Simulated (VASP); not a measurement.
# Al5P2 (F-43m) in VASP: relaxation of cell and atoms with PBE

Aim: the relaxation of cell and atoms of Al5P2 with PBE.

Everything below comes from runs of VASP 6.6.1. Logs are shortened: lines on timing, memory, paths and dates and some standing lists are left out, and cuts for length are marked.

### 1 The cell of the first run

Symmetry: F-43m, No. 216, cubic system. Conventional cell: a = 8.070 Å, b = 8.070 Å, c = 8.070 Å, α = 90.00°, β = 90.00°, γ = 90.00°. Al (site symmetry -43m) has 8 P at 3.49 Å and 24 Al at 3.51 to 4.77 Å within 4.8 Å. Within 2.4 Å of Al (site symmetry 3m) lie 3 Al at 1.82 Å and 1 P at 2.38 Å. P (site symmetry -43m) has 16 Al at 3.29 to 3.49 Å and 6 P at 4.03 Å within 4.3 Å. Within 3.1 Å of P (site symmetry -43m) lie 4 Al at 2.38 Å.

The cell was built from a structure type or drawn by symmetry, and may not be a known phase.

### 2 Relaxation of cell and atoms, PBE

INCAR

```
SYSTEM = Al5P2
ALGO = Normal
EDIFF = 1E-7
EDIFFG = -0.08
ENCUT = 500
GGA = PE
GGA_COMPAT = .FALSE.
IBRION = 2
ISIF = 3
ISMEAR = 0
LASPH = .TRUE.
LCHARG = .FALSE.
LREAL = .FALSE.
LWAVE = .FALSE.
NELM = 120
NELMIN = 4
NSW = 36
PREC = Accurate
SIGMA = 0.2
```

KPOINTS

```
k-points
0
G
  4 4 4
  0 0 0
```

POSCAR

```
Al5P2
1.0
    0.0000000000      4.0349914900      4.0349914900
    4.0349914900      0.0000000000      4.0349914900
    4.0349914900      4.0349914900      0.0000000000
Al P
5 2
Direct
    0.5000000000      0.5000000000      0.5000000000
    0.9202205200      0.9202205200      0.9202205200
    0.9202205200      0.9202205200      0.2393384300
    0.9202205200      0.2393384300      0.9202205200
    0.2393384300      0.9202205200      0.9202205200
    0.2500000000      0.2500000000      0.2500000000
    0.7500000000      0.7500000000      0.7500000000
```

Potentials or basis: VASP PAW PBE potentials, release 64 (Al, P).

The run is started by

```sh
cat potpaw_PBE.64/Al/POTCAR potpaw_PBE.64/P/POTCAR > POTCAR
mpirun -np 1 vasp_std > vasp.out
```

OUTCAR:

```text
SYSTEM = Al5P2
   EDIFF = 1E-7
   EDIFFG = -0.08
   ENCUT = 500
   GGA = PE
   IBRION = 2
   ISIF = 3
   ISMEAR = 0
   LASPH = .TRUE.
   LREAL = .FALSE.
   NELM = 120
   NELMIN = 4
   NSW = 36
   PREC = Accurate

 ion  position               nearest neighbor table
   1  0.500  0.500  0.500-
   2  0.920  0.920  0.920-   3 1.82   4 1.82   5 1.82   7 2.38
   3  0.920  0.920  0.239-   2 1.82   4 1.82   5 1.82   7 2.38
   4  0.920  0.239  0.920-   2 1.82   3 1.82   5 1.82   7 2.38
   5  0.239  0.920  0.920-   2 1.82   3 1.82   4 1.82   7 2.38
   6  0.250  0.250  0.250-
   7  0.750  0.750  0.750-   2 2.38   3 2.38   4 2.38   5 2.38

  LATTYP: Found a face centered cubic cell.
 ALAT       =     8.0699829800

  Lattice vectors:

 A1 = (   0.0000000000,   4.0349914900,   4.0349914900)
 A2 = (   4.0349914900,   0.0000000000,   4.0349914900)
 A3 = (   4.0349914900,   4.0349914900,   0.0000000000)

Analysis of symmetry for initial positions (statically):
=====================================================================
 Subroutine PRICEL returns:
 Original cell was already a primitive cell.

 Routine SETGRP: Setting up the symmetry group for a
 face centered cubic supercell.

 Subroutine GETGRP returns: Found 24 space group operations
 (whereof 24 operations were pure point group operations)
 out of a pool of 48 trial point group operations.

The static configuration has the point symmetry T_d .

Analysis of symmetry for dynamics (positions and initial velocities):
=====================================================================
 Subroutine PRICEL returns:
 Original cell was already a primitive cell.

 Routine SETGRP: Setting up the symmetry group for a
 face centered cubic supercell.

 Subroutine GETGRP returns: Found 24 space group operations
 (whereof 24 operations were pure point group operations)
 out of a pool of 48 trial point group operations.

The dynamic configuration has the point symmetry T_d .

 Subroutine INISYM returns: Found 24 space group operations
 (whereof 24 operations are pure point group operations),
 and found     1 'primitive' translations

----------------------------------------------------------------------------------------

                                     Primitive cell

  volume of cell :     131.3887

  direct lattice vectors                    reciprocal lattice vectors
     0.000000000  4.034991490  4.034991490    -0.123915999  0.123915999  0.123915999
     4.034991490  0.000000000  4.034991490     0.123915999 -0.123915999  0.123915999
     4.034991490  4.034991490  0.000000000     0.123915999  0.123915999 -0.123915999

  length of vectors
     5.706339689  5.706339689  5.706339689     0.214628806  0.214628806  0.214628806

  position of ions in fractional coordinates (direct lattice)
     0.500000000  0.500000000  0.500000000
     0.920220520  0.920220520  0.920220520
     0.920220520  0.920220520  0.239338430
     0.920220520  0.239338430  0.920220520
     0.239338430  0.920220520  0.920220520
     0.250000000  0.250000000  0.250000000
     0.750000000  0.750000000  0.750000000

  ion indices of the primitive-cell ions
   primitive index   ion index
                 1           1
                 2           2
                 3           3
                 4           4
                 5           5
                 6           6
                 7           7

----------------------------------------------------------------------------------------

 KPOINTS: k-points

Automatic generation of k-mesh.
 Grid dimensions read from file:
 generate k-points for:    4    4    4

 Generating k-lattice:

  Cartesian coordinates                     Fractional coordinates (reciprocal lattice)
    -0.030979000  0.030979000  0.030979000     0.250000000  0.000000000  0.000000000
     0.030979000 -0.030979000  0.030979000     0.000000000  0.250000000  0.000000000
     0.030979000  0.030979000 -0.030979000     0.000000000  0.000000000  0.250000000

  Length of vectors
     0.053657201  0.053657201  0.053657201

  Shift w.r.t. Gamma in fractional coordinates (k-lattice)
     0.000000000  0.000000000  0.000000000

 Subroutine IBZKPT returns following result:
 ===========================================

 Found      8 irreducible k-points:

 Following reciprocal coordinates:
            Coordinates               Weight
  0.000000  0.000000  0.000000      1.000000
  0.250000  0.000000  0.000000      8.000000
  0.500000  0.000000  0.000000      4.000000
  0.250000  0.250000  0.000000      6.000000
  0.500000  0.250000  0.000000     24.000000
 -0.250000  0.250000  0.000000     12.000000
  0.500000  0.500000  0.000000      3.000000
 -0.250000  0.500000  0.250000      6.000000
   k-points           NKPTS =      8   k-points in BZ     NKDIM =      8   number of bands    NBANDS=     16
   number of dos      NEDOS =    301   number of ions     NIONS =      7
   total plane-waves  NPLWV =  74088
   dimension x,y,z NGX =    42 NGY =   42 NGZ =   42
   dimension x,y,z NGXF=    84 NGYF=   84 NGZF=   84
   ions per type =               5   2
   NGX,Y,Z   is equivalent  to a cutoff of  12.24, 12.24, 12.24 a.u.
   NGXF,Y,Z  is equivalent  to a cutoff of  24.47, 24.47, 24.47 a.u.
 SYSTEM =  Al5P2
   PREC   = accura    normal or accurate (medium, high low for compatibility)
   ISTART =      0    job   : 0-new  1-cont  2-samecut
   ICHARG =      2    charge: 1-file 2-atom 10-const
   ISPIN  =      1    spin polarized calculation?
   LNONCOLLINEAR =      F non collinear calculations
   LSORBIT =      F    spin-orbit coupling
   LASPH  =      T    aspherical Exc in radial PAW
   ENCUT  =  500.0 eV  36.75 Ry    6.06 a.u.  10.40 10.40 10.40*2*pi/ulx,y,z
   NELM   =    120;   NELMIN=  4; NELMDL= -5     # of ELM steps
   EDIFF  = 0.1E-06   stopping-criterion for ELM
   LREAL  =      F    real-space projection
   EDIFFG = -.8E-01   stopping-criterion for IOM
   NSW    =     36    number of steps for IOM
   IBRION =      2    ionic relax: 0-MD 1-quasi-New 2-CG
   NFREE  =      1    steps in history (QN), initial steepest desc. (CG)
   ISIF   =      3    stress and relaxation
   ISYM   =      2    0-nonsym 1-usesym 2-fastsym
   POTIM  = 0.5000    time-step for ionic-motion
   TEBEG  =    0.0;   TEEND  =   0.0 temperature during run
   PSTRESS=    0.0 pullay stress
   NELECT =      25.0000    total number of electrons
   NUPDOWN=      -1.0000    fix difference up-down
   EMIN   =  10.00;   EMAX   =-10.00  energy-range for DOS
   EFERMI =   0.00;   METHOD = LEGACY
   ISMEAR =     0;   SIGMA  =   0.20  broadening in eV -4-tet -1-fermi 0-gaus
   EFERMI_NEDOS =   21; number of points for ismear=-14 and -15
   IALGO  =     38    algorithm
   IMIX   =      4    mixing-type and parameters
     AMIX     =   0.40;   BMIX     =  1.00
     AMIX_MAG =   1.60;   BMIX_MAG =  1.00
  volume/ion in A,a.u.               =      18.77       126.66
  Fermi-wavevector in a.u.,A,eV,Ry     =   0.941605  1.779376 12.063204  0.886620
  Thomas-Fermi vector in A             =   2.069133
   LORBIT       =      0    0 simple, 1 ext, 2 COOP (PROOUT), +10 PAW based schemes
   GGA     = PE    functional components
   LHFCALC =     F    Hartree Fock is set to
   AEXX    =    0.0000 exact exchange contribution
   IVDW    =     0    specifies the selected vdW correction
   LEPSILON=     F    determine dielectric tensor
   LRPA    =     F    only Hartree local field effects (RPA)
 conjugate gradient relaxation of ions
 non-spin polarized calculation
 Gauss-broadening in eV      SIGMA  =   0.20
  energy-cutoff  :      500.00
  volume of cell :      131.39
 maximum number of plane-waves:      3383
 NGX is ok and might be reduce to    42
   NGX = 21   NGY = 21   NGZ = 21

--------------------------------------- Ionic step        1  -------------------------------------------

 number of electron      24.9999998 magnetization

 Free energy of the ion-electron system (eV)
  ---------------------------------------------------
  ext. energy  EPLUGINS =         0.00000000
  ---------------------------------------------------
  free energy    TOTEN  =        -6.27929628 eV

  energy without entropy =       -6.17510580  energy(sigma->0) =       -6.22720104

------------------------ aborting loop because EDIFF is reached ----------------------------------------

  FORCE on cell =-STRESS in cart. coord.  units (eV):
  Direction    XX          YY          ZZ          XY          YZ          ZX
  --------------------------------------------------------------------------------------
  -------------------------------------------------------------------------------------
  Total       43.1279070     43.1279070     43.1279070      0.0000000      0.0000000     -0.0000000
  in kB      525.9096014    525.9096014    525.9096014      0.0000000      0.0000000     -0.0000000
  external PRESSURE =     525.9096014 kB  Pullay stress =       0.0000000 kB
[... 104 lines left out ...]
  FREE ENERGIE OF THE ION-ELECTRON SYSTEM (eV)
  ---------------------------------------------------
  free  energy   TOTEN  =       -10.1027122565 eV

  energy  without entropy=       -9.9586730003  energy(sigma->0) =      -10.03069263

 E-fermi :   5.9991     XC(G=0):  -9.4791

 val. band max:        5.9841430357   @ k =   0.5000   0.2500   0.0000
 cond. band min:       6.0327445913   @ k =   0.5000   0.0000   0.0000
 fundamental gap:      0.0486015556
 Fermi energy:         5.9990628900

 k-point     1 :       0.0000    0.0000    0.0000
  band No.  band energies     occupation
      1      -7.3105      2.00000
      2      -3.8116      2.00000
      3      -1.1099      2.00000
      4       0.0474      2.00000
      5       0.0474      2.00000
      6       0.0474      2.00000
[... 8 lines left out ...]
     15       5.4129      1.99997
     16       8.9457      0.00000
[... 116 lines left out ...]
  band No.  band energies     occupation
      1      -6.9934      2.00000
      2      -3.6837      2.00000
      3      -2.9188      2.00000
      4      -1.1552      2.00000
      5      -0.1963      2.00000
      6       1.0075      2.00000
[... 8 lines left out ...]
     15       7.3370      0.00000
     16       7.7533      0.00000

[... ionic steps 4 to 7 ...]

--------------------------------------- Ionic step        8  -------------------------------------------

 number of electron      25.0000002 magnetization

------------------------ aborting loop because EDIFF is reached ----------------------------------------

  FORCE on cell =-STRESS in cart. coord.  units (eV):
  Direction    XX          YY          ZZ          XY          YZ          ZX
  --------------------------------------------------------------------------------------
  -------------------------------------------------------------------------------------
  Total        0.1089891      0.1089891      0.1089891      0.0000000     -0.0000000      0.0000000
  in kB        1.0221703      1.0221703      1.0221703      0.0000000     -0.0000000      0.0000000
  external PRESSURE =       1.0221703 kB  Pullay stress =       0.0000000 kB
[... 67 lines left out ...]
  energy  without entropy=      -24.4750464497  energy(sigma->0) =      -24.52578487

--------------------------------------- Ionic step       10  -------------------------------------------

 number of electron      25.0000002 magnetization

 Free energy of the ion-electron system (eV)
  ---------------------------------------------------
  ext. energy  EPLUGINS =         0.00000000
  ---------------------------------------------------
  free energy    TOTEN  =       -24.58305331 eV

  energy without entropy =      -24.48039155  energy(sigma->0) =      -24.53172243

 E-fermi :   4.1231     XC(G=0):  -8.6965

 val. band max:        4.0879498715   @ k =   0.5000   0.2500   0.0000
 cond. band min:       4.1375647486   @ k =   0.2500   0.2500   0.0000
 fundamental gap:      0.0496148771
 Fermi energy:         4.1231456962

 k-point     1 :       0.0000    0.0000    0.0000
  band No.  band energies     occupation
      1      -7.9371      2.00000
      2      -5.0297      2.00000
      3      -2.8260      2.00000
      4      -1.0451      2.00000
      5      -1.0451      2.00000
      6      -1.0451      2.00000
[... 8 lines left out ...]
     15       4.0138      1.56041
     16       6.6090      0.00000
[... 165 lines left out ...]
  FREE ENERGIE OF THE ION-ELECTRON SYSTEM (eV)
  ---------------------------------------------------
  free  energy   TOTEN  =       -24.5830533133 eV

  energy  without entropy=      -24.4803915463  energy(sigma->0) =      -24.53172243

 reached required accuracy - stopping structural energy minimisation
```

Run time: 6.3 min. Hardware: 1 thread of Intel Xeon 8259CL, shared host; peak memory 0.26 GiB.

What came out:

| Property | Result |
| --- | --- |
| Free energy | -24.5831 eV |
| Relaxed volume | 24.49 Å³/atom |
| Relaxed cell | a = 6.235 Å, b = 6.235 Å, c = 6.235 Å, α = 60.00°, β = 60.00°, γ = 60.00° |
| Space group after relaxing (to 0.1 Å) | F-43m (No. 216) |
| Pressure after relaxing | -0.1 GPa |
| Largest force after relaxing | 0.056 eV/Å |
| Band gap on the k mesh | zero (an odd number of electrons rules out a gap without spin polarisation) |

Forces in eV/Å, atoms in the order of the input:
```
Al   0.000  0.000  0.000
Al   0.033  0.033  0.033
Al  -0.033 -0.033  0.033
Al  -0.033  0.033 -0.033
Al   0.033 -0.033 -0.033
P    0.000  0.000  0.000
P    0.000  0.000  0.000
```

Final structure:
```cif
data_structure
_symmetry_space_group_name_H-M 'P 1'
_symmetry_Int_Tables_number 1
_cell_length_a 6.2355
_cell_length_b 6.2355
_cell_length_c 6.2355
_cell_angle_alpha 60.000
_cell_angle_beta 60.000
_cell_angle_gamma 60.000
_cell_volume 171.43
loop_
_atom_site_label
_atom_site_type_symbol
_atom_site_fract_x
_atom_site_fract_y
_atom_site_fract_z
_atom_site_occupancy
Al1 Al 0.50000 0.50000 0.50000 1
Al2 Al 0.89792 0.89792 0.89792 1
Al3 Al 0.89792 0.89792 0.30623 1
Al4 Al 0.89792 0.30623 0.89792 1
Al5 Al 0.30623 0.89792 0.89792 1
P1 P 0.25000 0.25000 0.25000 1
P2 P 0.75000 0.75000 0.75000 1
```

Levels at points of the mesh, in eV from the Fermi level:
```tsv
k point	band 10	band 11	band 12	band 13	band 14	band 15
(0.00, 0.00, 0.00)	-2.90	-1.19	-1.19	-1.19	-0.11	-0.11
(0.50, 0.00, 0.00)	-1.54	-0.53	-0.53	0.02	0.17	0.17
(0.50, 0.50, 0.00)	-2.03	-0.34	0.26	0.26	1.28	1.38
```

Caveat: the volume moved by over 15 % at a fixed basis, so the end points are rough; the relaxation stopped at a loose force limit of 0.08 eV/Å, so its end isn't a converged minimum.
